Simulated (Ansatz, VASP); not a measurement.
One calculation of MgF2, two programs

File INCAR:

```
SYSTEM = MgF2
ALGO = Normal
EDIFF = 1E-6
ENCUT = 840
GGA = PE
GGA_COMPAT = .False.
ISIF = 2
ISMEAR = 0
LASPH = .True.
LCHARG = .False.
LREAL = .False.
LWAVE = .False.
NBANDS = 33
NELM = 120
PREC = Accurate
SIGMA = 0.02
```

KPOINTS

```
k-points
0
Gamma
  4 4 6
  0 0 0
```

File POSCAR:

```
MgF2
1.0
    4.6250000000      0.0000000000      0.0000000000
    0.0000000000      4.6250000000      0.0000000000
    0.0000000000      0.0000000000      3.0520000000
Mg F
2 4
Direct
    0.0000000000      0.0000000000      0.0000000000
    0.5000000000      0.5000000000      0.5000000000
    0.3030000000      0.3030000000      0.0000000000
    0.1970000000      0.8030000000      0.5000000000
    0.6970000000      0.6970000000      0.0000000000
    0.8030000000      0.1970000000      0.5000000000
```

Input for Ansatz:

```yaml
crystal:
  lattice:
    - [4.625, 0.0, 0.0]
    - [0.0, 4.625, 0.0]
    - [0.0, 0.0, 3.052]
  atoms:
    - { symbol: Mg, position: [0.0, 0.0, 0.0] }
    - { symbol: Mg, position: [0.5, 0.5, 0.5] }
    - { symbol: F, position: [0.303, 0.303, 0.0] }
    - { symbol: F, position: [0.197, 0.803, 0.5] }
    - { symbol: F, position: [0.697, 0.697, 0.0] }
    - { symbol: F, position: [0.803, 0.197, 0.5] }
basis:
  ecutwfc: 520.0
kpoints:
  mp_grid:
    grid: [4, 4, 6]
hamiltonian:
  xc: pbe
scf:
  occupations:
    method: gaussian
    width: 0.02
output:
  stress: true
```

Alike in both runs: task single point; functional PBE; k mesh 4 × 4 × 6; occupations gaussian, width 0.02 eV; no spin polarisation.

```csv
,VASP,Ansatz
version,VASP 6.6.1,Ansatz 0.2.0
potentials or method,"VASP PAW PBE potentials, release 64 (Mg_sv, F), cutoff 840 eV","plane waves, PAW"
valence electrons in the cell,48,48
```

Ansatz gave:

* pressure (GPa): 4.6
* traceless stress, the component that is largest in VASP (GPa): 0.20

**Question.** What did VASP give for the same quantities?

**Answer.** Pressure (GPa): 4.6; traceless stress, the component that is largest in VASP (GPa): 0.32.
